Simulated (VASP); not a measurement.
# LiF (lda) (Fm-3m) in VASP: further runs

LiF (lda) is run at these levels: LDA; tasks: single point, relaxation of cell and atoms.

Everything below comes from runs of VASP 6.6.1. Logs are shortened: lines on timing, memory, paths and dates and some standing lists are left out, and cuts for length are marked.

**1. The cell of the first run**

Symmetry: Fm-3m, No. 225, cubic system. Conventional cell: a = 4.028 Å, b = 4.028 Å, c = 4.028 Å, α = 90.00°, β = 90.00°, γ = 90.00°. Within 2.7 Å of Li (site symmetry m-3m) lie 6 F at 2.01 Å. Within 2.7 Å of F (site symmetry m-3m) lie 6 Li at 2.01 Å.

**2. Single point, LDA**

Input file INCAR:

```
SYSTEM = LiF
PREC = Accurate
ENCUT = 520
EDIFF = 1E-7
ISMEAR = 0
SIGMA = 0.1
LREAL = .False.
LASPH = .True.
NELM = 80
ALGO = Normal
ISIF = 2
LWAVE = .False.
LCHARG = .False.
GGA = CA
NBANDS = 12
```

Input file KPOINTS:

```
Automatic mesh
0
Gamma
  8 8 8
  0 0 0
```

Input file POSCAR:

```
LiF
1.0
    0.0000000000      2.0140000000      2.0140000000
    2.0140000000      0.0000000000      2.0140000000
    2.0140000000      2.0140000000      0.0000000000
Li F
1 1
Direct
    0.0000000000      0.0000000000      0.0000000000
    0.5000000000      0.5000000000      0.5000000000
```

Potentials or basis: VASP PAW LDA potentials, release 64 (Li_sv, F).

Run with:

```bash
> cat potpaw_LDA.64/Li_sv/POTCAR potpaw_LDA.64/F/POTCAR > POTCAR
> mpirun -np 1 vasp_std > vasp.out
```

OUTCAR:

```text
SYSTEM = LiF
   PREC = Accurate
   ENCUT = 520
   EDIFF = 1E-7
   ISMEAR = 0
   LREAL = .False.
   LASPH = .True.
   NELM = 80
   ISIF = 2
   GGA = CA

 ion  position               nearest neighbor table
   1  0.000  0.000  0.000-   2 2.01   2 2.01   2 2.01   2 2.01   2 2.01   2 2.01
   2  0.500  0.500  0.500-   1 2.01   1 2.01   1 2.01   1 2.01   1 2.01   1 2.01

  LATTYP: Found a face centered cubic cell.
 ALAT       =     4.0280000000

  Lattice vectors:

 A1 = (   0.0000000000,   2.0140000000,   2.0140000000)
 A2 = (   2.0140000000,   0.0000000000,   2.0140000000)
 A3 = (   2.0140000000,   2.0140000000,   0.0000000000)

Analysis of symmetry for initial positions (statically):
=====================================================================
 Subroutine PRICEL returns:
 Original cell was already a primitive cell.

 Routine SETGRP: Setting up the symmetry group for a
 face centered cubic supercell.

 Subroutine GETGRP returns: Found 48 space group operations
 (whereof 48 operations were pure point group operations)
 out of a pool of 48 trial point group operations.

The static configuration has the point symmetry O_h .

Analysis of symmetry for dynamics (positions and initial velocities):
=====================================================================
 Subroutine PRICEL returns:
 Original cell was already a primitive cell.

 Routine SETGRP: Setting up the symmetry group for a
 face centered cubic supercell.

 Subroutine GETGRP returns: Found 48 space group operations
 (whereof 48 operations were pure point group operations)
 out of a pool of 48 trial point group operations.

The dynamic configuration has the point symmetry O_h .

 Subroutine INISYM returns: Found 48 space group operations
 (whereof 48 operations are pure point group operations),
 and found     1 'primitive' translations

----------------------------------------------------------------------------------------

                                     Primitive cell

  volume of cell :      16.3384

  direct lattice vectors                    reciprocal lattice vectors
     0.000000000  2.014000000  2.014000000    -0.248262165  0.248262165  0.248262165
     2.014000000  0.000000000  2.014000000     0.248262165 -0.248262165  0.248262165
     2.014000000  2.014000000  0.000000000     0.248262165  0.248262165 -0.248262165

  length of vectors
     2.848226115  2.848226115  2.848226115     0.430002683  0.430002683  0.430002683

  position of ions in fractional coordinates (direct lattice)
     0.000000000  0.000000000  0.000000000
     0.500000000  0.500000000  0.500000000

  ion indices of the primitive-cell ions
   primitive index   ion index
                 1           1
                 2           2

----------------------------------------------------------------------------------------

 KPOINTS: Automatic mesh

Automatic generation of k-mesh.
 Grid dimensions read from file:
 generate k-points for:    8    8    8

 Generating k-lattice:

  Cartesian coordinates                     Fractional coordinates (reciprocal lattice)
    -0.031032771  0.031032771  0.031032771     0.125000000  0.000000000  0.000000000
     0.031032771 -0.031032771  0.031032771     0.000000000  0.125000000  0.000000000
     0.031032771  0.031032771 -0.031032771     0.000000000  0.000000000  0.125000000

  Length of vectors
     0.053750335  0.053750335  0.053750335

  Shift w.r.t. Gamma in fractional coordinates (k-lattice)
     0.000000000  0.000000000  0.000000000

 Subroutine IBZKPT returns following result:
 ===========================================

 Found     29 irreducible k-points:

 Following reciprocal coordinates:
            Coordinates               Weight
  0.000000  0.000000  0.000000      1.000000
  0.125000  0.000000  0.000000      8.000000
  0.250000  0.000000  0.000000      8.000000
  0.375000  0.000000  0.000000      8.000000
  0.500000  0.000000  0.000000      4.000000
  0.125000  0.125000  0.000000      6.000000
[... 16 lines left out ...]
  0.500000  0.250000  0.125000     48.000000
 -0.375000  0.250000  0.125000     24.000000
 [... further k-points ...]
   k-points           NKPTS =     29   k-points in BZ     NKDIM =     29   number of bands    NBANDS=     12
   number of dos      NEDOS =    301   number of ions     NIONS =      2
   total plane-waves  NPLWV =  13824
   dimension x,y,z NGX =    24 NGY =   24 NGZ =   24
   dimension x,y,z NGXF=    48 NGYF=   48 NGZF=   48
   ions per type =               1   1
   NGX,Y,Z   is equivalent  to a cutoff of  14.01, 14.01, 14.01 a.u.
   NGXF,Y,Z  is equivalent  to a cutoff of  28.02, 28.02, 28.02 a.u.
 SYSTEM =  LiF
   PREC   = accura    normal or accurate (medium, high low for compatibility)
   ISTART =      0    job   : 0-new  1-cont  2-samecut
   ICHARG =      2    charge: 1-file 2-atom 10-const
   ISPIN  =      1    spin polarized calculation?
   LNONCOLLINEAR =      F non collinear calculations
   LSORBIT =      F    spin-orbit coupling
   LASPH  =      T    aspherical Exc in radial PAW
   ENCUT  =  520.0 eV  38.22 Ry    6.18 a.u.   5.30  5.30  5.30*2*pi/ulx,y,z
   NELM   =     80;   NELMIN=  2; NELMDL= -5     # of ELM steps
   EDIFF  = 0.1E-06   stopping-criterion for ELM
   LREAL  =      F    real-space projection
   EDIFFG = 0.1E-05   stopping-criterion for IOM
   NSW    =      0    number of steps for IOM
   IBRION =     -1    ionic relax: 0-MD 1-quasi-New 2-CG
   NFREE  =      0    steps in history (QN), initial steepest desc. (CG)
   ISIF   =      2    stress and relaxation
   ISYM   =      2    0-nonsym 1-usesym 2-fastsym
   POTIM  = 0.5000    time-step for ionic-motion
   TEBEG  =    0.0;   TEEND  =   0.0 temperature during run
   PSTRESS=    0.0 pullay stress
   NELECT =      10.0000    total number of electrons
   NUPDOWN=      -1.0000    fix difference up-down
   EMIN   =  10.00;   EMAX   =-10.00  energy-range for DOS
   EFERMI =   0.00;   METHOD = LEGACY
   ISMEAR =     0;   SIGMA  =   0.10  broadening in eV -4-tet -1-fermi 0-gaus
   EFERMI_NEDOS =   21; number of points for ismear=-14 and -15
   IALGO  =     38    algorithm
   IMIX   =      4    mixing-type and parameters
     AMIX     =   0.40;   BMIX     =  1.00
     AMIX_MAG =   1.60;   BMIX_MAG =  1.00
  volume/ion in A,a.u.               =       8.17        55.13
  Fermi-wavevector in a.u.,A,eV,Ry     =   1.389970  2.626662 26.286674  1.932016
  Thomas-Fermi vector in A             =   2.513950
   LORBIT       =      0    0 simple, 1 ext, 2 COOP (PROOUT), +10 PAW based schemes
   GGA     = CA    functional components
   LHFCALC =     F    Hartree Fock is set to
   AEXX    =    0.0000 exact exchange contribution
   IVDW    =     0    specifies the selected vdW correction
   LEPSILON=     F    determine dielectric tensor
   LRPA    =     F    only Hartree local field effects (RPA)
 non-spin polarized calculation
 Gauss-broadening in eV      SIGMA  =   0.10
  energy-cutoff  :      520.00
  volume of cell :       16.34
 maximum number of plane-waves:       459
 NGX is ok and might be reduce to    24
   NGX = 11   NGY = 11   NGZ = 11

 number of electron      10.0000000 magnetization

 number of electron       9.9999992 magnetization

 Free energy of the ion-electron system (eV)
  ---------------------------------------------------
  ext. energy  EPLUGINS =         0.00000000
  ---------------------------------------------------
  free energy    TOTEN  =       -10.47186013 eV

  energy without entropy =      -10.47186013  energy(sigma->0) =      -10.47186013

 E-fermi :  -0.7554     XC(G=0): -10.6699

 val. band max:       -1.2983414831   @ k =   0.0000   0.0000   0.0000
 cond. band min:       7.5338316485   @ k =   0.0000   0.0000   0.0000
 fundamental gap:      8.8321731316
 Fermi energy:        -0.7553671539

 k-point     1 :       0.0000    0.0000    0.0000
  band No.  band energies     occupation
      1     -41.0506      2.00000
      2     -20.8674      2.00000
      3      -1.2983      2.00000
      4      -1.2983      2.00000
      5      -1.2983      2.00000
      6       7.5338      0.00000
      7      22.1568      0.00000
      8      22.1568      0.00000
      9      22.1568      0.00000
     10      22.6068      0.00000
     11      22.6068      0.00000
     12      22.6068      0.00000

 k-point     2 :       0.1250    0.0000    0.0000
  band No.  band energies     occupation
      1     -41.0404      2.00000
      2     -20.8050      2.00000
      3      -1.7445      2.00000
      4      -1.3341      2.00000
      5      -1.3341      2.00000
      6       7.9631      0.00000
      7      18.8349      0.00000
      8      20.5514      0.00000
      9      20.5514      0.00000
     10      23.8467      0.00000
     11      23.9445      0.00000
     12      23.9445      0.00000

 k-point     3 :       0.2500    0.0000    0.0000
  band No.  band energies     occupation
      1     -41.0160      2.00000
      2     -20.6503      2.00000
      3      -2.7005      2.00000
      4      -1.4176      2.00000
      5      -1.4176      2.00000
      6       8.7393      0.00000
      7      16.2197      0.00000
      8      18.7713      0.00000
      9      18.7713      0.00000
     10      25.2557      0.00000
     11      25.7994      0.00000
     12      25.7994      0.00000
[... 286 lines left out ...]
 k-point    23 :       0.5000    0.2500    0.1250
  band No.  band energies     occupation
      1     -40.9798      2.00000
      2     -20.3558      2.00000
      3      -3.4769      2.00000
      4      -2.4524      2.00000
      5      -1.7214      2.00000
      6      10.6283      0.00000
      7      14.2422      0.00000
      8      17.3268      0.00000
      9      17.7730      0.00000
     10      23.9727      0.00000
     11      28.5998      0.00000
     12      31.2920      0.00000

 k-point    24 :      -0.3750    0.2500    0.1250
  band No.  band energies     occupation
      1     -40.9720      2.00000
      2     -20.2907      2.00000
      3      -3.6937      2.00000
      4      -2.5720      2.00000
      5      -1.7909      2.00000
      6      10.8210      0.00000
      7      14.0326      0.00000
      8      17.1852      0.00000
      9      17.4766      0.00000
     10      25.9045      0.00000
     11      26.9693      0.00000
     12      32.4783      0.00000

 [... further k-points ...]
[... 5 lines left out ...]
  --------------------------------------------------------------------------------------
  -------------------------------------------------------------------------------------
  Total       -0.6854779     -0.6854779     -0.6854779      0.0000000      0.0000000     -0.0000000
  in kB      -67.2195606    -67.2195606    -67.2195606      0.0000000      0.0000000     -0.0000000
  external PRESSURE =     -67.2195606 kB  Pullay stress =       0.0000000 kB

 VOLUME and BASIS-vectors are now :
 -----------------------------------------------------------------------------
  energy-cutoff  :      520.00
  volume of cell :       16.34
      direct lattice vectors                 reciprocal lattice vectors
     0.000000000  2.014000000  2.014000000    -0.248262165  0.248262165  0.248262165
     2.014000000  0.000000000  2.014000000     0.248262165 -0.248262165  0.248262165
     2.014000000  2.014000000  0.000000000     0.248262165  0.248262165 -0.248262165

 POSITION                                       TOTAL-FORCE (eV/Angst)
 -----------------------------------------------------------------------------------
      0.00000      0.00000      0.00000         0.000000      0.000000      0.000000
      2.01400      2.01400      2.01400        -0.000000     -0.000000     -0.000000
 -----------------------------------------------------------------------------------
    total drift:                               -0.000000     -0.000000      0.000000

  FREE ENERGIE OF THE ION-ELECTRON SYSTEM (eV)
  ---------------------------------------------------
  free  energy   TOTEN  =       -10.4718601304 eV

  energy  without entropy=      -10.4718601304  energy(sigma->0) =      -10.47186013
```

Wall time 3.8 s (1 thread of Intel Xeon Platinum 8488C (Sapphire Rapids), shared host); peak memory 0.11 GiB.

What came out:

| Item | Value |
| --- | --- |
| Free energy | -10.4719 eV |
| Band gap on the k mesh | 8.83 eV, direct |

Caveat: the cutoff is under 1.25 times the usual one of these potentials, so pressure, stress and relaxed cells hold a basis-set (Pulay) error.

**3. Single point, LDA**

This run uses another cell than the first one, of 7.47 Å³/atom, 0.914 times its volume.

Input file INCAR:

```
SYSTEM = LiF
PREC     = Accurate       ! precision mode
ENCUT    = 520            ! plane-wave cutoff, eV
EDIFF    = 1E-6           ! SCF threshold, eV
ISMEAR   = 0              ! smearing method
SIGMA    = 0.02           ! smearing width, eV
LREAL    = .False.        ! projectors in reciprocal space
LASPH    = .True.         ! aspherical terms in the spheres
NELM     = 60             ! most SCF steps
ALGO     = Normal         ! electronic algorithm
ISIF     = 2              ! what is computed and relaxed
LWAVE    = .False.        ! write WAVECAR
LCHARG   = .False.        ! write CHGCAR
NBANDS   = 12             ! bands
```

Input file KPOINTS:

```
regular mesh
0
Gamma
  10 10 10
  0 0 0
```

Input file POSCAR:

```
LiF
1.0
    0.0000000000      1.9544373904      1.9544373904
    1.9544373904      0.0000000000      1.9544373904
    1.9544373904      1.9544373904      0.0000000000
Li F
1 1
Direct
    0.0000000000      0.0000000000      0.0000000000
    0.5000000000      0.5000000000      0.5000000000
```

Potentials or basis: VASP PAW LDA potentials, release 64 (Li_sv, F).

Run with:

```bash
> cat potpaw_LDA.64/Li_sv/POTCAR potpaw_LDA.64/F/POTCAR > POTCAR
> mpirun -np 1 vasp_std > vasp.out
```

OUTCAR:

```text
SYSTEM = LiF
   PREC = Accurate
   ENCUT = 520
   EDIFF = 1E-6
   ISMEAR = 0
   LREAL = .False.
   LASPH = .True.
   NELM = 60
   ISIF = 2

 ion  position               nearest neighbor table
   1  0.000  0.000  0.000-   2 1.95   2 1.95   2 1.95   2 1.95   2 1.95   2 1.95
   2  0.500  0.500  0.500-   1 1.95   1 1.95   1 1.95   1 1.95   1 1.95   1 1.95

  LATTYP: Found a face centered cubic cell.
 ALAT       =     3.9088747808

  Lattice vectors:

 A1 = (   0.0000000000,   1.9544373904,   1.9544373904)
 A2 = (   1.9544373904,   0.0000000000,   1.9544373904)
 A3 = (   1.9544373904,   1.9544373904,   0.0000000000)

[... 545 lines left out ...]

  FORCE on cell =-STRESS in cart. coord.  units (eV):
  Direction    XX          YY          ZZ          XY          YZ          ZX
  --------------------------------------------------------------------------------------
  -------------------------------------------------------------------------------------
  Total       -0.0210221     -0.0210221     -0.0210221      0.0000000      0.0000000      0.0000000
  in kB       -2.2557529     -2.2557529     -2.2557529      0.0000000      0.0000000      0.0000000
  external PRESSURE =      -2.2557529 kB  Pullay stress =       0.0000000 kB

 VOLUME and BASIS-vectors are now :
 -----------------------------------------------------------------------------
  energy-cutoff  :      520.00
  volume of cell :       14.93
      direct lattice vectors                 reciprocal lattice vectors
     0.000000000  1.954437390  1.954437390    -0.255828098  0.255828098  0.255828098
     1.954437390  0.000000000  1.954437390     0.255828098 -0.255828098  0.255828098
     1.954437390  1.954437390  0.000000000     0.255828098  0.255828098 -0.255828098

 POSITION                                       TOTAL-FORCE (eV/Angst)
 -----------------------------------------------------------------------------------
      0.00000      0.00000      0.00000         0.000000     -0.000000     -0.000000
      1.95444      1.95444      1.95444        -0.000000      0.000000      0.000000
 -----------------------------------------------------------------------------------
    total drift:                               -0.000000     -0.000000      0.000000

  FREE ENERGIE OF THE ION-ELECTRON SYSTEM (eV)
  ---------------------------------------------------
  free  energy   TOTEN  =       -10.5002605635 eV

  energy  without entropy=      -10.5002605635  energy(sigma->0) =      -10.50026056
```

stdout:

```text
POSCAR found type information on POSCAR LiF
 POSCAR found :  2 types and       2 ions
 scaLAPACK will be used
 LDA part: xc-table for (Slater(with rela. corr.)+CA(PZ))
 , standard interpolation
 POSCAR, INCAR and KPOINTS ok, starting setup
 FFT: planning ... GRIDC
 FFT: planning ... GRID_SOFT
 FFT: planning ... GRID
 WAVECAR not read
 entering main loop
```

It took 5.9 s on 1 thread of Intel Xeon Platinum 8488C (Sapphire Rapids), shared host; peak memory 0.12 GiB.

Results:

| Property | Result |
| --- | --- |
| Free energy | -10.5003 eV |
| Band gap on the k mesh | 9.69 eV, direct |

Caveat: the cutoff is under 1.25 times the usual one of these potentials, so pressure, stress and relaxed cells hold a basis-set (Pulay) error. A k mesh can miss the band edges.

(Part 1 of 2 ends here.)
